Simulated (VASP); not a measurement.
Set up this calculation in VASP 6.6.1, as the native input.

| Property | Result |
| --- | --- |
| Task | single point |
| Functional | PBEsol |
| Potentials or basis | VASP PAW PBE potentials, release 64 (W_sv) |
| Cutoff | 520 eV |
| k mesh | 10 × 10 × 10 |
| Occupations | gaussian, width 0.15 eV |
| Spin | no spin polarisation |
| Dipole correction | no |
| Further INCAR settings | ALGO = Fast; EDIFF = 1e-07; NBANDS = 66 |

The structure of W lies in POSCAR:

```
W
1.0
    0.0000000000      4.0600000000      4.0600000000
    4.0600000000      0.0000000000      4.0600000000
    4.0600000000      4.0600000000      0.0000000000
W
8
Direct
    0.0042661350      0.0042661350      0.0042661350
    0.0000000000      0.0000000000      0.5000000000
    0.0000000000      0.5000000000      0.0000000000
    0.0000000000      0.5000000000      0.5000000000
    0.5000000000      0.0000000000      0.0000000000
    0.5000000000      0.0000000000      0.5000000000
    0.5000000000      0.5000000000      0.0000000000
    0.5000000000      0.5000000000      0.5000000000
```

This cell differs from its parent crystal: atom 1 (W) moved +0.060 Å along Cartesian [1 1 1].

One way to write it, as run:

INCAR

```
SYSTEM = W
PREC     = Accurate       ! precision mode
ENCUT    = 520            ! plane-wave cutoff, eV
EDIFF    = 1E-7           ! SCF threshold, eV
ISMEAR   = 0              ! smearing method
SIGMA    = 0.15           ! smearing width, eV
LREAL    = .False.        ! projectors in reciprocal space
LASPH    = .True.         ! aspherical terms in the spheres
NELM     = 80             ! most SCF steps
ALGO     = Fast           ! electronic algorithm
ISIF     = 2              ! what is computed and relaxed
LWAVE    = .False.        ! write WAVECAR
LCHARG   = .False.        ! write CHGCAR
GGA      = PS             ! functional
NBANDS   = 66             ! bands
```

KPOINTS

```
regular mesh
0
Gamma
  10 10 10
  0 0 0
```

Potentials or basis: VASP PAW PBE potentials, release 64 (W_sv).

Command:

```sh
$ cat potpaw_PBE.64/W_sv/POTCAR > POTCAR
$ mpirun -np 1 vasp_std > vasp.out
```

It gave:

```
Pressure               : -12.0 GPa
Largest force          : 0.560 eV/Å
Band gap on the k mesh : zero (bands 56 and 57 overlap by 0.80 eV)
```

Caveat: the cell differs from its parent crystal (atom 1 (W) moved +0.060 Å along Cartesian [1 1 1]); the cell stands under tension; the PAW data sets were made with another functional, which shifts forces and pressure a little; spin-orbit coupling is left out, which moves the levels of the heavy elements.

Wall time 47 min on 1 thread of Oxide Virtual Turin-like Processor, with other jobs on the host, peak memory 0.75 GiB.
